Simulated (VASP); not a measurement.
Set up this calculation in VASP 6.6.1, as the native input.

```
Task                   : single point
Functional             : PBEsol
Potentials or basis    : VASP PAW PBE potentials, release 64 (W_sv)
Cutoff                 : 520 eV
k mesh                 : 16 × 16 × 12
Occupations            : gaussian, width 0.15 eV
Spin                   : no spin polarisation
Dipole correction      : no
Further INCAR settings : ALGO = Fast; EDIFF = 1e-06; NBANDS = 21
```

The structure of W lies in POSCAR:

```
W
1.0
    0.0000000000     -1.9991269216     -1.9991269216
    0.0000000000      1.9991269216     -1.9991269216
    3.9982538432      0.0000000000      0.0000000000
W
2
Direct
    0.5202088219      0.4797911781      0.4965985151
   -0.0202088219      0.0202088219      0.0034014849
```

This cell differs from its parent crystal: atoms displaced along several vibrational modes.

One way to write it, as run:

INCAR

```
SYSTEM = W
PREC = Accurate
ENCUT = 520
EDIFF = 1E-6
ISMEAR = 0
SIGMA = 0.15
LREAL = .False.
LASPH = .True.
NELM = 100
ALGO = Fast
ISIF = 2
LWAVE = .False.
LCHARG = .False.
GGA = PS
NBANDS = 21
```

KPOINTS

```
regular mesh
0
Gamma
  16 16 12
  0 0 0
```

Potentials or basis: VASP PAW PBE potentials, release 64 (W_sv).

Command:

```console
$ cat potpaw_PBE.64/W_sv/POTCAR > POTCAR
$ mpirun -np 1 vasp_std > vasp.out
```

Results of the run:

```yaml
Pressure: 2.2 GPa
Largest_force: 0.718 eV/Å
Band_gap_on_the_k_mesh: zero (bands 14 and 15 overlap by 3.59 eV)
```

Caveat: the cell differs from its parent crystal (atoms displaced along several vibrational modes); the PAW data sets were made with another functional, which shifts forces and pressure a little; spin-orbit coupling is left out, which moves the levels of the heavy elements.

Run time: 4.3 min on 1 thread of AMD EPYC 9R45 96-Core Processor (Zen 5), on a shared host, peak memory 0.47 GiB.
